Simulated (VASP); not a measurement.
A run of VASP 6.6.1 is set up as follows.

The input INCAR:

```
ALGO     = Normal         # electronic algorithm
EDIFF    = 1E-7           # SCF threshold, eV
ENCUT    = 520            # plane-wave cutoff, eV
GGA      = PE             # functional
ISIF     = 2              # what is computed and relaxed
ISMEAR   = 0              # smearing method
LASPH    = T              # aspherical terms in the spheres
LCHARG   = T              # write CHGCAR
LELF     = T              # ELF
LREAL    = F              # projectors in reciprocal space
LVHAR    = T            
LWAVE    = F              # write WAVECAR
NBANDS   = 11             # bands
NELM     = 60             # most SCF steps
PREC     = Accurate       # precision mode
SIGMA    = 0.05           # smearing width, eV
```

KPOINTS

```
k-points
0
Gamma
  8 8 6
```

POSCAR

```
MgB2
1.0
    3.0839463905      0.0000000000      0.0000000000
   -1.5419731952      2.6707759181      0.0000000000
    0.0000000000      0.0000000000      3.4993116072
Mg B
1 2
Direct
    0.0000000000      0.0000000000      0.0000000000
    0.3333333333      0.6666666667      0.5000000000
    0.6666666667      0.3333333333      0.5000000000
```

Potentials or basis: VASP PAW PBE potentials, release 64 (Mg, B).

The run is started by

```console
$ cat potpaw_PBE.64/Mg/POTCAR potpaw_PBE.64/B/POTCAR > POTCAR
$ mpirun -np 1 vasp_std > vasp.out
```

**Question.** What does it give for the band gap on the k mesh?

**Answer.** Zero (band 4 reaches 6.46 eV, above the bottom of band 5 at 3.85 eV).

**Question.** What does it give for the pressure?

**Answer.** -0.3 GPa.
